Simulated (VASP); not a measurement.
A run of VASP 6.6.1:

The input INCAR:

```
PREC = Accurate
ENCUT = 520
EDIFF = 1E-7
ISMEAR = 0
SIGMA = 0.1
LREAL = F
LASPH = T
NELM = 60
ALGO = Normal
ISIF = 2
LWAVE = F
LCHARG = F
GGA = PE
NBANDS = 52
```

KPOINTS

```
Automatic mesh
0
Gamma
  8 8 8
```

The input POSCAR:

```
Ge4P3Ru
1.0
    5.1517919972      0.0000000000      0.0000000000
    0.0000000000      5.1517919972      0.0000000000
    0.0000000000      0.0000000000      5.1517919972
Ge P Ru
4 3 1
Direct
    0.5000000000      0.0000000000      0.0000000000
    0.5000000000      0.5000000000      0.5000000000
    0.0000000000      0.0000000000      0.5000000000
    0.0000000000      0.5000000000      0.0000000000
    0.0000000000      0.5000000000      0.5000000000
    0.5000000000      0.5000000000      0.0000000000
    0.5000000000      0.0000000000      0.5000000000
    0.0000000000      0.0000000000      0.0000000000
```

Potentials or basis: VASP PAW PBE potentials, release 64 (Ge_d, P, Ru_pv).

Launch:

```bash
$ cat potpaw_PBE.64/Ge_d/POTCAR potpaw_PBE.64/P/POTCAR potpaw_PBE.64/Ru_pv/POTCAR > POTCAR
$ mpirun -np 1 vasp_std > vasp.out
```

Hardware: 1 thread of Intel(R) Xeon(R) 6975P-C (Granite Rapids), with other jobs on the host.

Q: How long does it take, and how much memory?

A: It took 2.2 min on 1 thread of Intel(R) Xeon(R) 6975P-C (Granite Rapids), on a shared host, peak memory 0.36 GiB. Counts: scf iterations 14, k points 35.
